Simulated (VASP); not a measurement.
# ZrC (I4/mmm) in VASP: a series of runs, part 2 of 2

VASP 6.6.1.

## 3. Single point, PBEsol (strain +0.000 along x and y, -0.030 along z)

INCAR reads:

```
ALGO = Normal
EDIFF = 1E-6
ENCUT = 520
GGA = PS
ISIF = 2
ISMEAR = 0
LASPH = True
LCHARG = False
LREAL = False
LWAVE = False
NBANDS = 15
NELM = 80
PREC = Accurate
SIGMA = 0.15
```

KPOINTS reads:

```
k-points
0
Gamma
  18 18 18
```

POSCAR reads:

```
ZrC
1.0
    0.0000000000      2.3502100000      2.2797037000
    2.3502100000      0.0000000000      2.2797037000
    2.3502100000      2.3502100000      0.0000000000
Zr C
1 1
Direct
    0.5000000000      0.5000000000      0.5000000000
    0.0000000000      0.0000000000      0.0000000000
```

Potentials or basis: VASP PAW PBE potentials, release 64 (Zr_sv, C).

Run with:

```console
> cat potpaw_PBE.64/Zr_sv/POTCAR potpaw_PBE.64/C/POTCAR > POTCAR
> mpirun -np 1 vasp_std > vasp.out
```

OUTCAR:

```text
EDIFF = 1E-6
   ENCUT = 520
   GGA = PS
   ISIF = 2
   ISMEAR = 0
   LASPH = True
   LREAL = False
   NELM = 80
   PREC = Accurate

 ion  position               nearest neighbor table
   1  0.500  0.500  0.500-   2 2.28   2 2.28   2 2.35   2 2.35   2 2.35   2 2.35
   2  0.000  0.000  0.000-   1 2.28   1 2.28   1 2.35   1 2.35   1 2.35   1 2.35

  LATTYP: Found a body centered tetragonal cell.
 ALAT       =     3.3236988564
 C/A-ratio  =     1.3717871555

  Lattice vectors:

 A1 = (   0.0000000000,  -2.3502100000,  -2.2797037000)
 A2 = (   0.0000000000,   2.3502100000,  -2.2797037000)
 A3 = (   2.3502100000,   0.0000000000,   2.2797037000)

Analysis of symmetry for initial positions (statically):
=====================================================================
 Subroutine PRICEL returns:
 Original cell was already a primitive cell.

 Routine SETGRP: Setting up the symmetry group for a
 body centered tetragonal supercell.

 Subroutine GETGRP returns: Found 16 space group operations
 (whereof 16 operations were pure point group operations)
 out of a pool of 16 trial point group operations.

The static configuration has the point symmetry D_4h.

Analysis of symmetry for dynamics (positions and initial velocities):
=====================================================================
 Subroutine PRICEL returns:
 Original cell was already a primitive cell.

 Routine SETGRP: Setting up the symmetry group for a
 body centered tetragonal supercell.

 Subroutine GETGRP returns: Found 16 space group operations
 (whereof 16 operations were pure point group operations)
 out of a pool of 16 trial point group operations.

The dynamic configuration has the point symmetry D_4h.

 Subroutine INISYM returns: Found 16 space group operations
 (whereof 16 operations are pure point group operations),
 and found     1 'primitive' translations

[... 117 lines left out ...]
  Thomas-Fermi vector in A             =   2.529634
   LORBIT       =      0    0 simple, 1 ext, 2 COOP (PROOUT), +10 PAW based schemes
   GGA     = PS    functional components
   LHFCALC =     F    Hartree Fock is set to
   AEXX    =    0.0000 exact exchange contribution
   IVDW    =     0    specifies the selected vdW correction
   LEPSILON=     F    determine dielectric tensor
   LRPA    =     F    only Hartree local field effects (RPA)
 non-spin polarized calculation
 Gauss-broadening in eV      SIGMA  =   0.15
  energy-cutoff  :      520.00
  volume of cell :       25.18
 maximum number of plane-waves:       692
   NGX = 13   NGY = 13   NGZ = 13

 number of electron      16.0000000 magnetization

 Free energy of the ion-electron system (eV)
  ---------------------------------------------------
  ext. energy  EPLUGINS =         0.00000000
  ---------------------------------------------------
  free energy    TOTEN  =       -20.55130198 eV

  energy without entropy =      -20.54788395  energy(sigma->0) =      -20.54959297

 E-fermi :   9.8583     XC(G=0): -12.4290

 val. band max:        9.8546695976   @ k =   0.1667   0.0000   0.1667
 cond. band min:       9.8668707846   @ k =   0.0556   0.0000   0.0556
 fundamental gap:      0.0122011870
 Fermi energy:         9.8582701125

 k-point     1 :       0.0000    0.0000    0.0000
  band No.  band energies     occupation
      1     -38.0080      2.00000
      2     -15.7326      2.00000
      3     -15.7326      2.00000
      4     -15.7206      2.00000
      5      -1.5408      2.00000
      6      10.7468      0.00000
      7      10.7468      0.00000
      8      10.8141      0.00000
      9      10.8141      0.00000
     10      10.9290      0.00000
     11      11.1252      0.00000
     12      12.5600      0.00000
     13      12.8579      0.00000
     14      17.5710      0.00000
[... 401 lines left out ...]
      2     -16.2001      2.00000
      3     -15.7925      2.00000
      4     -15.7727      2.00000
      5      -0.2839      2.00000
      6       7.0838      2.00000
      7       7.9085      2.00000
      8       8.3817      2.00000
      9      12.0285      0.00000
     10      12.4080      0.00000
     11      13.0960      0.00000
     12      16.3124      0.00000
     13      17.0315      0.00000
     14      19.2066      0.00000
     15      23.1291      0.00000

 [... further k-points ...]
[... 5 lines left out ...]
  --------------------------------------------------------------------------------------
  -------------------------------------------------------------------------------------
  Total       -0.1615457     -0.1615457      1.8776831      0.0000000     -0.0000000     -0.0000000
  in kB      -10.2774258    -10.2774258    119.4568730      0.0000000     -0.0000000     -0.0000000
  external PRESSURE =      32.9673404 kB  Pullay stress =       0.0000000 kB

 VOLUME and BASIS-vectors are now :
 -----------------------------------------------------------------------------
  energy-cutoff  :      520.00
  volume of cell :       25.18
      direct lattice vectors                 reciprocal lattice vectors
     0.000000000  2.350210000  2.279703700    -0.212746946  0.212746946  0.219326748
     2.350210000  0.000000000  2.279703700     0.212746946 -0.212746946  0.219326748
     2.350210000  2.350210000  0.000000000     0.212746946  0.212746946 -0.219326748

 POSITION                                       TOTAL-FORCE (eV/Angst)
 -----------------------------------------------------------------------------------
      2.35021      2.35021      2.27970        -0.000000      0.000000      0.000000
      0.00000      0.00000      0.00000         0.000000     -0.000000      0.000000
 -----------------------------------------------------------------------------------
    total drift:                                0.000000     -0.000000      0.000000

  FREE ENERGIE OF THE ION-ELECTRON SYSTEM (eV)
  ---------------------------------------------------
  free  energy   TOTEN  =       -20.5513019796 eV

  energy  without entropy=      -20.5478839504  energy(sigma->0) =      -20.54959297
```

OSZICAR:

```text
N       E                     dE             d eps       ncg     rms          rms(c)
DAV:   1     0.996992980376E+02    0.99699E+02   -0.86111E+03 14400   0.108E+03
DAV:   2    -0.175949552204E+02   -0.11729E+03   -0.10979E+03 18306   0.289E+02
DAV:   3    -0.235984046792E+02   -0.60034E+01   -0.59651E+01 23626   0.552E+01
DAV:   4    -0.237475243732E+02   -0.14912E+00   -0.14904E+00 17867   0.597E+00
DAV:   5    -0.237489233007E+02   -0.13989E-02   -0.13989E-02 18835   0.539E-01    0.222E+01
DAV:   6    -0.206644519764E+02    0.30845E+01   -0.56301E+00 17537   0.218E+01    0.824E+00
DAV:   7    -0.205728294086E+02    0.91623E-01   -0.50634E-01 16591   0.543E+00    0.684E+00
DAV:   8    -0.205770097415E+02   -0.41803E-02   -0.26679E-01 17988   0.386E+00    0.434E+00
DAV:   9    -0.205523547965E+02    0.24655E-01   -0.39222E-02 16052   0.136E+00    0.889E-01
DAV:  10    -0.205513208934E+02    0.10339E-02   -0.52225E-03 18985   0.615E-01    0.102E-01
DAV:  11    -0.205513067476E+02    0.14146E-04   -0.18480E-04 16549   0.140E-01    0.408E-02
DAV:  12    -0.205513025399E+02    0.42077E-05   -0.47033E-06 18521   0.196E-02    0.842E-03
DAV:  13    -0.205513019796E+02    0.56032E-06   -0.10056E-06 14277   0.680E-03
   1 F= -.20551302E+02 E0= -.20549593E+02  d E =-.341803E-02
```

stdout:

```text
POSCAR found type information on POSCAR ZrC
 POSCAR found :  2 types and       2 ions
 scaLAPACK will be used
 -----------------------------------------------------------------------------
|                                                                             |
|                                                                             |
|     You enforced a specific xc type in the INCAR file but a different       |
|     I HOPE YOU KNOW WHAT YOU ARE DOING!                                     |
|                                                                             |
 -----------------------------------------------------------------------------

 LDA part: xc-table for (Slater+PW92), standard interpolation
 POSCAR, INCAR and KPOINTS ok, starting setup
 FFT: planning ... GRIDC
 FFT: planning ... GRID_SOFT
 FFT: planning ... GRID
 WAVECAR not read
 entering main loop
```

Run time: 50 s. Hardware: 1 thread of Intel Xeon 6975P-C (Granite Rapids), shared host; peak memory 0.29 GiB.

Results:

| Property | Result |
| --- | --- |
| Free energy | -20.5513 eV |
| Pressure | 3.3 GPa |
| Band gap on the k mesh | zero (band 8 reaches 10.81 eV, above the bottom of band 9 at 9.30 eV) |

Caveat: the cell differs from its parent crystal (strain +0.000 along x and y, -0.030 along z); the PAW data sets were made with another functional, which shifts forces and pressure a little.

## 4. Single point, PBEsol (strain -0.015 along x and y, +0.000 along z)

INCAR reads:

```
PREC = Accurate
ENCUT = 520
EDIFF = 1E-6
ISMEAR = 0
SIGMA = 0.15
LREAL = False
LASPH = True
NELM = 80
ALGO = Normal
ISIF = 2
LWAVE = False
LCHARG = False
GGA = PS
NBANDS = 15
```

KPOINTS reads:

```
regular mesh
0
Gamma
  18 18 18
```

POSCAR reads:

```
ZrC
1.0
    0.0000000000      2.3149568500      2.3502100000
    2.3149568500      0.0000000000      2.3502100000
    2.3149568500      2.3149568500      0.0000000000
Zr C
1 1
Direct
    0.5000000000      0.5000000000      0.5000000000
    0.0000000000      0.0000000000      0.0000000000
```

Run with:

```console
> cat potpaw_PBE.64/Zr_sv/POTCAR potpaw_PBE.64/C/POTCAR > POTCAR
> mpirun -np 1 vasp_std > vasp.out
```

Wall time 68 s (1 thread of Intel Xeon 6975P-C (Granite Rapids), shared host); peak memory 0.3 GiB.

Results (log left out):

| Item | Value |
| --- | --- |
| Free energy | -20.5670 eV |
| Pressure | 2.9 GPa |
| Band gap on the k mesh | zero (band 8 reaches 10.83 eV, above the bottom of band 9 at 9.45 eV) |

Stress tensor (GPa, compression positive):
```
 4.96  0.00  0.00
 0.00  4.96  0.00
 0.00  0.00 -1.12
```

Levels at points of the mesh, in eV from the Fermi level:
| k point | band 5 | band 6 | band 7 | band 8 | band 9 | band 10 | band 11 | band 12 |
| --- | --- | --- | --- | --- | --- | --- | --- | --- |
| (0.00, 0.00, 0.00) | -11.40 | 0.89 | 0.95 | 0.98 | 0.98 | 1.11 | 1.11 | 2.78 |
| (0.50, 0.00, 0.00) | -8.12 | -5.46 | -3.07 | -3.04 | 4.60 | 4.71 | 5.52 | 6.60 |
| (0.50, 0.50, 0.00) | -10.24 | -2.13 | -1.91 | 0.15 | 0.15 | 4.61 | 5.88 | 5.88 |
| (0.50, 0.00, 0.50) | -10.24 | -1.96 | -1.93 | 0.03 | 0.11 | 4.61 | 5.80 | 5.98 |

Caveat: the cell differs from its parent crystal (strain -0.015 along x and y, +0.000 along z); the PAW data sets were made with another functional, which shifts forces and pressure a little.

## 5. Single point, PBEsol (strain +0.000 along x and y, -0.015 along z)

INCAR reads:

```
SYSTEM = ZrC
  PREC = Accurate
  ENCUT = 520
  EDIFF = 1E-6
  ISMEAR = 0
  SIGMA = 0.15
  LREAL = .False.
  LASPH = .True.
  NELM = 60
  ALGO = Normal
  ISIF = 2
  LWAVE = .False.
  LCHARG = .True.
  GGA = PS
  LELF = .True.
  LVHAR = .True.
  NBANDS = 15
```

KPOINTS reads:

```
Automatic mesh
0
Gamma
  18 18 18
  0 0 0
```

POSCAR reads:

```
ZrC
1.0
    0.0000000000      2.3502100000      2.3149568500
    2.3502100000      0.0000000000      2.3149568500
    2.3502100000      2.3502100000      0.0000000000
Zr C
1 1
Direct
    0.5000000000      0.5000000000      0.5000000000
    0.0000000000      0.0000000000      0.0000000000
```

Run with:

```console
> cat potpaw_PBE.64/Zr_sv/POTCAR potpaw_PBE.64/C/POTCAR > POTCAR
> mpirun -np 1 vasp_std > vasp.out
```

Wall time 92 s (1 thread of Intel Xeon 6975P-C (Granite Rapids), shared host); peak memory 0.3 GiB.

It converged, with:

| Property | Result |
| --- | --- |
| Free energy | -20.5697 eV |
| Pressure | -0.7 GPa |
| Band gap on the k mesh | zero (band 8 reaches 10.68 eV, above the bottom of band 9 at 9.22 eV) |

Stress tensor (GPa, compression positive):
```
-2.66  0.00  0.00
 0.00 -2.66  0.00
 0.00  0.00  3.24
```

Levels at points of the mesh, in eV from the Fermi level:
```
           k point  band 5  band 6  band 7  band 8  band 9  band 10  band 11  band 12
(0.00, 0.00, 0.00)  -11.34    0.92    0.92    1.00    1.00     1.00     1.16     2.75
(0.50, 0.00, 0.00)   -8.14   -5.40   -3.01   -2.99    4.52     4.63     5.43     6.53
(0.50, 0.50, 0.00)  -10.17   -1.93   -1.89    0.02    0.02     4.55     5.78     5.78
(0.50, 0.00, 0.50)  -10.17   -2.10   -1.86    0.07    0.15     4.53     5.70     5.86
```

Caveat: the cell differs from its parent crystal (strain +0.000 along x and y, -0.015 along z); the PAW data sets were made with another functional, which shifts forces and pressure a little.

## 6. Summary

| cell | gap on the mesh (eV) | pressure (GPa) |
| --- | --- | --- |
| a = 3.325, b = 3.325, c = 3.224 Å, angles 61.0, 61.0, 58.0°, 2 atoms | none | 4.7 |
| a = 3.274, b = 3.274, c = 3.324 Å, angles 59.5, 59.5, 61.0°, 2 atoms | none | 3.3 |
| a = 3.299, b = 3.299, c = 3.274 Å, angles 60.3, 60.3, 59.5°, 2 atoms | none | 2.9 |
| a = 3.299, b = 3.299, c = 3.324 Å, angles 59.8, 59.8, 60.5°, 2 atoms | none | -0.7 |

Alike in all rows: task single point; level PBEsol; potentials or basis VASP PAW PBE potentials, release 64 (Zr_sv, C); no spin polarisation; k mesh 18 × 18 × 18; cutoff (eV) 520; smearing gaussian 0.15 eV.

Caveats: the PAW data sets were made with another functional, which shifts forces and pressure a little.

Absolute energies hang on the potentials; compare differences alone.
